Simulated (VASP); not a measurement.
# VO2: single point with PBE+U

Crystal: VO2.

```
CELL_PARAMETERS angstrom
4.34112 0.00000 0.00000
0.00000 4.34112 0.00000
0.00000 0.00000 2.95362
ATOMIC_POSITIONS crystal
V 0.00000 0.00000 0.00000
V 0.50000 0.50000 0.50000
O 0.29891 0.29891 0.00000
O 0.70109 0.70109 0.00000
O 0.79891 0.20109 0.50000
O 0.20109 0.79891 0.50000
```

```yaml
Program: VASP 6.6.1
Task: single point
Functional: PBE
Potentials_or_basis: VASP PAW PBE potentials, release 64 (V_sv, O)
Cutoff: 600 eV
k_mesh: 6 × 6 × 10
Occupations: gaussian, width 0.02 eV
Spin: collinear spin, ferromagnetic start
Starting_moments: "[-0.92, -0.92, 0.0, 0.0, 0.0, 0.0] μB"
Hubbard_terms: V d U = 3.25 eV
```

```
Pressure                                              : 29.4 GPa
Largest force                                         : 0.079 eV/Å
Band gap on the k mesh                                : 1.02 eV (least direct gap 1.26 eV)
Net moment                                            : -2.00 μB per cell
Site moments                                          : V -1.04; O +0.04 μB
Valence electrons inside the program's atomic spheres : V 11.57; O 5.12
```

Forces on the atoms (eV/Å):
```
V    0.000  0.000  0.000
V    0.000  0.000  0.000
O    0.056  0.056  0.000
O   -0.056 -0.056  0.000
O    0.056 -0.056  0.000
O   -0.056  0.056  0.000
```

Stress tensor (GPa, compression positive):
```
29.44  0.00  0.00
 0.00 29.44  0.00
 0.00  0.00 29.21
```

Levels at points of the mesh, in eV from the valence-band top:
Spin up:
```
           k point  band 22  band 23  band 24  band 25  band 26  band 27
(0.00, 0.00, 0.00)    -0.79    -0.79    -0.32     2.12     2.16     2.16
(0.50, 0.00, 0.00)    -2.51    -1.14    -1.14     2.93     2.93     3.23
(0.50, 0.50, 0.00)    -2.08    -1.62    -1.62     2.21     2.21     2.62
(0.00, 0.00, 0.50)    -3.18    -1.87    -1.87     3.07     3.07     3.56
(0.50, 0.00, 0.50)    -2.51    -1.52    -1.52     1.77     1.77     3.78
(0.50, 0.50, 0.50)    -1.92    -0.94    -0.94     2.61     2.61     2.99
```
Spin down:
| k point | band 22 | band 23 | band 24 | band 25 | band 26 | band 27 | band 28 | band 29 | band 30 | band 31 |
| --- | --- | --- | --- | --- | --- | --- | --- | --- | --- | --- |
| (0.00, 0.00, 0.00) | -1.16 | -0.88 | -0.73 | -0.73 | -0.21 | 1.33 | 1.42 | 1.42 | 2.95 | 3.79 |
| (0.50, 0.00, 0.00) | -2.59 | -1.08 | -1.08 | -0.42 | -0.42 | 2.22 | 2.22 | 2.63 | 2.63 | 5.09 |
| (0.50, 0.50, 0.00) | -2.06 | -1.61 | -1.61 | -1.23 | -1.23 | 1.47 | 1.47 | 3.05 | 3.05 | 4.51 |
| (0.00, 0.00, 0.50) | -3.26 | -1.86 | -1.86 | -0.60 | -0.60 | 2.41 | 2.41 | 2.96 | 2.96 | 4.32 |
| (0.50, 0.00, 0.50) | -2.68 | -1.45 | -1.45 | -0.62 | -0.62 | 1.02 | 1.02 | 3.17 | 3.17 | 3.86 |
| (0.50, 0.50, 0.50) | -1.95 | -0.89 | -0.89 | -0.60 | -0.60 | 1.96 | 1.96 | 2.31 | 2.31 | 4.91 |

Eigenvalues of the final occupation matrices:
| site | spin | trace | eigenvalues |
| --- | --- | --- | --- |
| site 1 d | 1 | 0.94 | 0.06 0.12 0.14 0.29 0.34 |
| site 1 d | 2 | 1.96 | 0.15 0.17 0.30 0.40 0.93 |
| site 2 d | 1 | 0.94 | 0.06 0.12 0.14 0.29 0.34 |
| site 2 d | 2 | 1.96 | 0.15 0.17 0.30 0.40 0.93 |

It took 3.3 min on 1 thread of Intel(R) Xeon(R) Platinum 8488C (Sapphire Rapids), on a shared host, peak memory 0.34 GiB.

Caveat: the cell stands under pressure. The state reached can hang on the start; a lower one may exist.
